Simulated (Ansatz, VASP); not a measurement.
## Zn2S3 in VASP and in Ansatz

File INCAR:

```
SYSTEM = Zn2S3
ALGO     = Normal         ! electronic algorithm
EDIFF    = 1E-7           ! SCF threshold, eV
EDIFFG   = -0.01          ! ionic threshold
ENCUT    = 600            ! plane-wave cutoff, eV
GGA      = PE             ! functional
IBRION   = 2              ! ionic algorithm
ISIF     = 3              ! what is computed and relaxed
ISMEAR   = 0              ! smearing method
LASPH    = .True.         ! aspherical terms in the spheres
LCHARG   = .False.        ! write CHGCAR
LREAL    = .False.        ! projectors in reciprocal space
LWAVE    = .False.        ! write WAVECAR
NELM     = 60             ! most SCF steps
NSW      = 100            ! ionic steps
PREC     = Accurate       ! precision mode
SIGMA    = 0.1            ! smearing width, eV
```

KPOINTS

```
k-points
0
Gamma
  6 6 6
  0 0 0
```

POSCAR

```
Zn2S3
1.0
    3.0890809734      1.7834817315      5.6225912607
   -3.0890809734      1.7834817315      5.6225912607
    0.0000000000     -3.5669634631      5.6225912607
Zn S
4 6
Direct
    0.8521800000      0.8521800000      0.8521800000
    0.6478200000      0.6478200000      0.6478200000
    0.1478200000      0.1478200000      0.1478200000
    0.3521800000      0.3521800000      0.3521800000
    0.0562500000      0.4437500000      0.7500000000
    0.7500000000      0.0562500000      0.4437500000
    0.4437500000      0.7500000000      0.0562500000
    0.9437500000      0.5562500000      0.2500000000
    0.2500000000      0.9437500000      0.5562500000
    0.5562500000      0.2500000000      0.9437500000
```

Input for Ansatz:

```yaml
crystal:
  lattice:
    - [3.0890809734, 1.7834817315, 5.6225912607]
    - [-3.0890809734, 1.7834817315, 5.6225912607]
    - [0.0, -3.5669634631, 5.6225912607]
  atoms:
    - { symbol: Zn, position: [0.85218, 0.85218, 0.85218] }
    - { symbol: Zn, position: [0.64782, 0.64782, 0.64782] }
    - { symbol: Zn, position: [0.14782, 0.14782, 0.14782] }
    - { symbol: Zn, position: [0.35218, 0.35218, 0.35218] }
    - { symbol: S, position: [0.05625, 0.44375, 0.75] }
    - { symbol: S, position: [0.75, 0.05625, 0.44375] }
    - { symbol: S, position: [0.44375, 0.75, 0.05625] }
    - { symbol: S, position: [0.94375, 0.55625, 0.25] }
    - { symbol: S, position: [0.25, 0.94375, 0.55625] }
    - { symbol: S, position: [0.55625, 0.25, 0.94375] }
basis:
  ecutwfc: 420
kpoints:
  mp_grid: { grid: [6, 6, 6] }
hamiltonian:
  xc: pbe
scf:
  occupations: { method: gaussian, width: 0.1 }
output:
  forces: true
  stress: true
  eigenvalues: true
  write_density: true
  write_potential: true
  elf: true
  volumetric_format: npy
relax:
  adjacent_minimum: "off"
  f_tol: 0.01
  max_steps: 80
  cell: { stress_tol: 0.05 }
```

Alike in both runs: task relaxation of cell and atoms; functional PBE; k mesh 6 × 6 × 6; occupations gaussian, width 0.1 eV; no spin polarisation.

```csv
,VASP,Ansatz
version,VASP 6.6.1,Ansatz 0.2.0
potentials or method,"VASP PAW PBE potentials, release 64 (Zn, S), cutoff 600 eV","scalar-relativistic, plane waves, PAW"
valence electrons in the cell,84,84
```

Ansatz gave:

* gap on the k mesh at the Fermi level, each at its own relaxed structure (eV): none
* relaxed volume (Å³/atom): 18.64
* relaxed length of the cell vector where the two differ most in proportion (Å): 6.801

Problem. Estimate VASP's values.

Solution. gap on the k mesh at the Fermi level, each at its own relaxed structure (eV): none; relaxed volume (Å³/atom): 18.61; relaxed length of the cell vector where the two differ most in proportion (Å): 6.628.

A gap of «none» marks a metal or a gap that the smearing closes.
